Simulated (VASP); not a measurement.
# Mg (I4/mmm) in VASP: settings compared

Aim: see how the results for Mg move with the level of theory and the settings. Levels: PBE+D3(BJ), PBE. Tasks: single point, relaxation of cell and atoms.

All numbers are computed with VASP 6.6.1; they aren't measurements. Logs are shortened: lines on timing, memory, paths and dates and some standing lists are left out, and cuts for length are marked.

**1. The cell of the first run**

It takes space group I4/mmm (No. 139, tetragonal). Conventional cell: a = 3.672 Å, b = 3.672 Å, c = 3.359 Å, α = 90.00°, β = 90.00°, γ = 90.00°. Within 4.1 Å of Mg (site symmetry 4/mmm) lie 14 Mg at 3.09 to 3.67 Å.

**2. Single point, PBE+D3(BJ)**

File INCAR:

```
  ALGO = Normal
  EDIFF = 1E-7
  ENCUT = 520
  GGA = PE
  ISIF = 2
  ISMEAR = -1
  IVDW = 12
  LASPH = T
  LCHARG = F
  LREAL = F
  LWAVE = F
  NBANDS = 7
  NELM = 80
  PREC = Accurate
  SIGMA = 0.05
```

File KPOINTS:

```
k-points
0
Gamma
  11 11 11
```

File POSCAR:

```
Mg
1.0
   -1.8359916300      1.8359916300      1.6794040200
    1.8359916300     -1.8359916300      1.6794040200
    1.8359916300      1.8359916300     -1.6794040200
Mg
1
Direct
    0.0000000000      0.0000000000      0.0000000000
```

Potentials or basis: VASP PAW PBE potentials, release 64 (Mg).

Started as:

```console
cat potpaw_PBE.64/Mg/POTCAR > POTCAR
mpirun -np 1 vasp_std > vasp.out
```

OUTCAR:

```text
EDIFF = 1E-7
   ENCUT = 520
   GGA = PE
   ISIF = 2
   ISMEAR = -1
   IVDW = 12
   LASPH = T
   LREAL = F
   NELM = 80
   PREC = Accurate
 IVDW          = 12

 ion  position               nearest neighbor table
   1  0.000  0.000  0.000-

  LATTYP: Found a body centered tetragonal cell.
 ALAT       =     3.6719832600
 C/A-ratio  =     0.9147122419

  Lattice vectors:

 A1 = (  -1.8359916300,   1.8359916300,   1.6794040200)
 A2 = (   1.8359916300,  -1.8359916300,   1.6794040200)
 A3 = (   1.8359916300,   1.8359916300,  -1.6794040200)

Analysis of symmetry for initial positions (statically):
=====================================================================
 Subroutine PRICEL returns:
 Original cell was already a primitive cell.

 Routine SETGRP: Setting up the symmetry group for a
 body centered tetragonal supercell.

 Subroutine GETGRP returns: Found 16 space group operations
 (whereof 16 operations were pure point group operations)
 out of a pool of 16 trial point group operations.

The static configuration has the point symmetry D_4h.

Analysis of symmetry for dynamics (positions and initial velocities):
=====================================================================
 Subroutine PRICEL returns:
 Original cell was already a primitive cell.

 Routine SETGRP: Setting up the symmetry group for a
 body centered tetragonal supercell.

 Subroutine GETGRP returns: Found 16 space group operations
 (whereof 16 operations were pure point group operations)
 out of a pool of 16 trial point group operations.

The dynamic configuration has the point symmetry D_4h.

 Subroutine INISYM returns: Found 16 space group operations
 (whereof 16 operations are pure point group operations),
 and found     1 'primitive' translations

----------------------------------------------------------------------------------------

                                     Primitive cell

  volume of cell :      22.6442

  direct lattice vectors                    reciprocal lattice vectors
    -1.835991630  1.835991630  1.679404020     0.000000000  0.272332396  0.297724665
     1.835991630 -1.835991630  1.679404020     0.272332396  0.000000000  0.297724665
     1.835991630  1.835991630 -1.679404020     0.272332396  0.272332396  0.000000000

  length of vectors
     3.092269133  3.092269133  3.092269133     0.403490905  0.403490905  0.385136168

  position of ions in fractional coordinates (direct lattice)
     0.000000000  0.000000000  0.000000000

  ion indices of the primitive-cell ions
   primitive index   ion index
                 1           1

----------------------------------------------------------------------------------------

 KPOINTS: k-points

Automatic generation of k-mesh.
 Grid dimensions read from file:
 generate k-points for:   11   11   11

 Generating k-lattice:

  Cartesian coordinates                     Fractional coordinates (reciprocal lattice)
     0.000000000  0.024757491  0.027065879     0.090909091  0.000000000  0.000000000
     0.024757491  0.000000000  0.027065879     0.000000000  0.090909091  0.000000000
     0.024757491  0.024757491  0.000000000     0.000000000  0.000000000  0.090909091

  Length of vectors
     0.036680991  0.036680991  0.035012379

  Shift w.r.t. Gamma in fractional coordinates (k-lattice)
     0.000000000  0.000000000  0.000000000

 Subroutine IBZKPT returns following result:
 ===========================================

 Found    126 irreducible k-points:

 Following reciprocal coordinates:
            Coordinates               Weight
  0.000000  0.000000  0.000000      1.000000
  0.090909 -0.000000  0.000000      8.000000
  0.181818  0.000000 -0.000000      8.000000
  0.272727  0.000000  0.000000      8.000000
  0.363636 -0.000000  0.000000      8.000000
  0.454545  0.000000 -0.000000      8.000000
[... 16 lines left out ...]
 -0.272727  0.181818 -0.000000     16.000000
 -0.181818  0.181818  0.000000      4.000000
 [... further k-points ...]
   k-points           NKPTS =    126   k-points in BZ     NKDIM =    126   number of bands    NBANDS=      7
   number of dos      NEDOS =    301   number of ions     NIONS =      1
   total plane-waves  NPLWV =  13824
   dimension x,y,z NGX =    24 NGY =   24 NGZ =   24
   dimension x,y,z NGXF=    48 NGYF=   48 NGZF=   48
   ions per type =               1
   NGX,Y,Z   is equivalent  to a cutoff of  12.90, 12.90, 12.90 a.u.
   NGXF,Y,Z  is equivalent  to a cutoff of  25.81, 25.81, 25.81 a.u.
 SYSTEM =  unknown system
   PREC   = accura    normal or accurate (medium, high low for compatibility)
   ISTART =      0    job   : 0-new  1-cont  2-samecut
   ICHARG =      2    charge: 1-file 2-atom 10-const
   ISPIN  =      1    spin polarized calculation?
   LNONCOLLINEAR =      F non collinear calculations
   LSORBIT =      F    spin-orbit coupling
   LASPH  =      T    aspherical Exc in radial PAW
   ENCUT  =  520.0 eV  38.22 Ry    6.18 a.u.   5.75  5.75  5.75*2*pi/ulx,y,z
   NELM   =     80;   NELMIN=  2; NELMDL= -5     # of ELM steps
   EDIFF  = 0.1E-06   stopping-criterion for ELM
   LREAL  =      F    real-space projection
   EDIFFG = 0.1E-05   stopping-criterion for IOM
   NSW    =      0    number of steps for IOM
   IBRION =     -1    ionic relax: 0-MD 1-quasi-New 2-CG
   NFREE  =      0    steps in history (QN), initial steepest desc. (CG)
   ISIF   =      2    stress and relaxation
   ISYM   =      2    0-nonsym 1-usesym 2-fastsym
   POTIM  = 0.5000    time-step for ionic-motion
   TEBEG  =    0.0;   TEEND  =   0.0 temperature during run
   PSTRESS=    0.0 pullay stress
   NELECT =       2.0000    total number of electrons
   NUPDOWN=      -1.0000    fix difference up-down
   EMIN   =  10.00;   EMAX   =-10.00  energy-range for DOS
   EFERMI =   0.00;   METHOD = LEGACY
   ISMEAR =    -1;   SIGMA  =   0.05  broadening in eV -4-tet -1-fermi 0-gaus
   EFERMI_NEDOS =   21; number of points for ismear=-14 and -15
   IALGO  =     38    algorithm
   IMIX   =      4    mixing-type and parameters
     AMIX     =   0.40;   BMIX     =  1.00
     AMIX_MAG =   1.60;   BMIX_MAG =  1.00
  volume/ion in A,a.u.               =      22.64       152.81
  Fermi-wavevector in a.u.,A,eV,Ry     =   0.729065  1.377732  7.231974  0.531535
  Thomas-Fermi vector in A             =   1.820694
   LORBIT       =      0    0 simple, 1 ext, 2 COOP (PROOUT), +10 PAW based schemes
   GGA     = PE    functional components
   LHFCALC =     F    Hartree Fock is set to
   AEXX    =    0.0000 exact exchange contribution
   IVDW    =    12    specifies the selected vdW correction
   LEPSILON=     F    determine dielectric tensor
   LRPA    =     F    only Hartree local field effects (RPA)
 non-spin polarized calculation
  energy-cutoff  :      520.00
  volume of cell :       22.64
 maximum number of plane-waves:       618
   NGX = 11   NGY = 11   NGZ = 11

 number of electron       2.0000000 magnetization

 Free energy of the ion-electron system (eV)
  ---------------------------------------------------
  ext. energy  EPLUGINS =         0.00000000
  ---------------------------------------------------
  free energy    TOTEN  =        -1.47994058 eV

  energy without entropy =       -1.47646398  energy(sigma->0) =       -1.47820228

 E-fermi :   2.7452     XC(G=0):  -8.5358

 val. band max:        2.6942990773   @ k =   0.3636   0.3636   0.0000
 cond. band min:       2.7840974230   @ k =  -0.2727  -0.4545   0.2727
 fundamental gap:      0.0897983458
 Fermi energy:         2.7452029883

 k-point     1 :       0.0000    0.0000    0.0000
  band No.  band energies     occupation
      1      -4.2826      2.00000
      2      14.6844      0.00000
      3      16.5408      0.00000
      4      16.5408      0.00000
      5      16.8712      0.00000
      6      17.0917      0.00000
      7      17.0917      0.00000

 k-point     2 :       0.0909   -0.0000    0.0000
  band No.  band energies     occupation
      1      -4.0796      2.00000
      2      13.9010      0.00000
      3      14.3730      0.00000
      4      15.5126      0.00000
      5      15.6148      0.00000
      6      17.4857      0.00000
      7      18.1606      0.00000

 k-point     3 :       0.1818    0.0000   -0.0000
  band No.  band energies     occupation
      1      -3.4733      2.00000
      2      11.1342      0.00000
      3      12.7832      0.00000
      4      14.0777      0.00000
      5      14.4005      0.00000
      6      16.3103      0.00000
      7      18.9069      0.00000

 k-point     4 :       0.2727    0.0000    0.0000
  band No.  band energies     occupation
      1      -2.4715      2.00000
      2       8.0659      0.00000
      3      11.8833      0.00000
      4      12.9287      0.00000
      5      13.4564      0.00000
      6      15.3002      0.00000
      7      19.5841      0.00000

 k-point     5 :       0.3636   -0.0000    0.0000
  band No.  band energies     occupation
      1      -1.0878      2.00000
      2       5.2915      0.00000
      3      11.2703      0.00000
      4      12.1526      0.00000
      5      12.8286      0.00000
      6      14.5502      0.00000
      7      20.4796      0.00000
[... 161 lines left out ...]
 k-point    22 :      -0.3636    0.1818   -0.0000
  band No.  band energies     occupation
      1      -2.0161      2.00000
      2       7.4443      0.00000
      3       9.0443      0.00000
      4      12.6807      0.00000
      5      15.2227      0.00000
      6      17.9186      0.00000
      7      19.9161      0.00000

 k-point    23 :      -0.2727    0.1818   -0.0000
  band No.  band energies     occupation
      1      -2.9776      2.00000
      2       8.4880      0.00000
      3      12.0068      0.00000
      4      13.8543      0.00000
      5      15.8072      0.00000
      6      16.9534      0.00000
      7      18.6508      0.00000

 k-point    24 :      -0.1818    0.1818    0.0000
  band No.  band energies     occupation
      1      -3.5449      2.00000
      2       9.8049      0.00000
      3      14.6176      0.00000
      4      14.8780      0.00000
      5      15.8941      0.00000
      6      16.2086      0.00000
      7      17.7013      0.00000

 [... further k-points ...]

------------------------ aborting loop because EDIFF is reached ----------------------------------------

 Edisp (eV)   -0.28756

 E8    (eV) :    -0.1261

  FORCE on cell =-STRESS in cart. coord.  units (eV):
  Direction    XX          YY          ZZ          XY          YZ          ZX
  --------------------------------------------------------------------------------------
  -------------------------------------------------------------------------------------
  Total      -0.23657    -0.23657    -0.19179     0.00000    -0.00000     0.00000
  in kB     -16.73850   -16.73850   -13.56969     0.00000    -0.00000     0.00000
  external pressure =      -15.68 kB  Pullay stress =        0.00 kB

 VOLUME and BASIS-vectors are now :
 -----------------------------------------------------------------------------
  energy-cutoff  :      520.00
  volume of cell :       22.64
      direct lattice vectors                 reciprocal lattice vectors
    -1.835991630  1.835991630  1.679404020     0.000000000  0.272332396  0.297724665
     1.835991630 -1.835991630  1.679404020     0.272332396  0.000000000  0.297724665
     1.835991630  1.835991630 -1.679404020     0.272332396  0.272332396  0.000000000

 POSITION                                       TOTAL-FORCE (eV/Angst)
 -----------------------------------------------------------------------------------
      0.00000      0.00000      0.00000         0.000000      0.000000     -0.000000
 -----------------------------------------------------------------------------------
    total drift:                                0.000000      0.000000      0.000000

  FREE ENERGIE OF THE ION-ELECTRON SYSTEM (eV)
  ---------------------------------------------------
  free  energy   TOTEN  =        -1.7674985407 eV

  energy  without entropy=       -1.7640219460  energy(sigma->0) =       -1.76576024
```

Wall time 12 s (1 thread of AMD EPYC 7R13 (Zen 3), shared host); peak memory 0.12 GiB.

Results:

```yaml
Free_energy: -1.7675 eV
Pressure: -1.6 GPa
Band_gap_on_the_k_mesh: zero (band 1 reaches 5.87 eV, above the bottom of band 2 at 1.55 eV)
Dispersion_energy_per_atom: -0.288 eV
```

Levels at points of the mesh, in eV from the Fermi level:
| k point | band 1 | band 2 | band 3 | band 4 |
| --- | --- | --- | --- | --- |
| (0.00, 0.00, 0.00) | -7.03 | 11.94 | 13.80 | 13.80 |

Caveat: three body term missing; pairwise dispersion overbinds metals, which lowers pressure and volume.

**3. Relaxation of cell and atoms, PBE**

File INCAR:

```
SYSTEM = Mg
ALGO = Fast
EDIFF = 1E-6
EDIFFG = -0.01
ENCUT = 600
GGA = PE
IBRION = 2
ISIF = 3
ISMEAR = -1
LASPH = .True.
LCHARG = .False.
LREAL = .False.
LWAVE = .False.
NELM = 100
NSW = 60
PREC = Accurate
SIGMA = 0.05
```

File KPOINTS:

```
k-points
0
Gamma
  11 11 11
  0 0 0
```

POSCAR is that of step 2.

Potentials or basis: VASP PAW PBE potentials, release 64 (Mg).

Started as:

```console
cat potpaw_PBE.64/Mg/POTCAR > POTCAR
mpirun -np 1 vasp_std > vasp.out
```

It took 68 s on 1 thread of AMD EPYC 7R13 (Zen 3), shared host; peak memory 0.15 GiB.

Results (log left out):

```
Free energy                            : -1.4831 eV
Relaxed volume                         : 22.76 Å³/atom
Relaxed cell                           : a = 3.092 Å, b = 3.092 Å, c = 3.092 Å, α = 109.45°, β = 109.45°, γ = 109.52°
Space group after relaxing (to 0.05 Å) : Im-3m (No. 229)
Energy gained by relaxing              : 3.1 meV/atom
Ionic steps                            : 11
Pressure after relaxing                : 0.0 GPa
Band gap on the k mesh                 : zero (band 1 reaches 4.97 eV, above the bottom of band 2 at 1.92 eV)
```

Step by step:
```tsv
step	energy change (eV)	largest force (eV/Å)	pressure (GPa)	volume (Å³)
1	0.0000	0.0000	0.45	22.64
2	-0.0004	0.0000	0.10	22.85
3	-0.0005	0.0000	-0.06	22.95
4	-0.0005	0.0000	-0.07	22.95
5	-0.0009	0.0000	-0.11	22.95
6	-0.0016	0.0000	-0.15	22.94
7	-0.0026	0.0000	-0.19	22.90
8	-0.0026	0.0000	-0.03	22.80
9	-0.0030	0.0000	-0.17	22.87
10	-0.0027	0.0000	0.47	22.48
11	-0.0031	0.0000	0.00	22.76
```

Final structure:
```cif
data_structure
_symmetry_space_group_name_H-M 'P 1'
_symmetry_Int_Tables_number 1
_cell_length_a 3.0922
_cell_length_b 3.0922
_cell_length_c 3.0922
_cell_angle_alpha 109.446
_cell_angle_beta 109.446
_cell_angle_gamma 109.522
_cell_volume 22.76
loop_
_atom_site_label
_atom_site_type_symbol
_atom_site_fract_x
_atom_site_fract_y
_atom_site_fract_z
_atom_site_occupancy
Mg1 Mg 0.00000 0.00000 0.00000 1
```

Levels at points of the mesh, in eV from the Fermi level:
| k point | band 1 | band 2 | band 3 | band 4 | band 5 |
| --- | --- | --- | --- | --- | --- |
| (0.00, 0.00, 0.00) | -6.98 | 13.07 | 13.08 | 13.08 | 15.09 |
